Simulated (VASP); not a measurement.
The system is GaP.

```
CELL_PARAMETERS angstrom
0.00000 2.72525 2.72525
2.72525 0.00000 2.72525
2.72525 2.72525 0.00000
ATOMIC_POSITIONS crystal
Ga 0.00000 0.00000 0.00000
P 0.25000 0.25000 0.25000
```

- Program: VASP 6.6.1
- Task: relaxation of cell and atoms
- Functional: PBE
- Potentials or basis: VASP PAW PBE potentials, release 64 (Ga_d, P)
- Cutoff: 600 eV
- k mesh: 8 × 8 × 8
- Occupations: gaussian, width 0.02 eV
- Spin: no spin polarisation

At the start: pressure 2.5 GPa; volume 20.24 Å³/atom.

Problem. Where does the relaxation end?

Solution. Over 3 steps the energy falls by 4.6 meV/atom and the volume is 20.86 Å³/atom (+3.0 %); space group F-43m (No. 216, to 0.05 Å).

The path:
| step | energy change (eV) | largest force (eV/Å) | pressure (GPa) | volume (Å³) |
| --- | --- | --- | --- | --- |
| 1 | 0.0000 | 0.0000 | 2.46 | 40.48 |
| 2 | -0.0071 | 0.0000 | -1.06 | 42.33 |
| 3 | -0.0092 | 0.0000 | 0.00 | 41.71 |

Final structure:
```
Ga P
1.0
     0.00000    2.75266    2.75266
     2.75266    0.00000    2.75266
     2.75266    2.75266    0.00000
Ga P
1 1
Direct
  0.00000 0.00000 0.00000
  0.25000 0.25000 0.25000
```
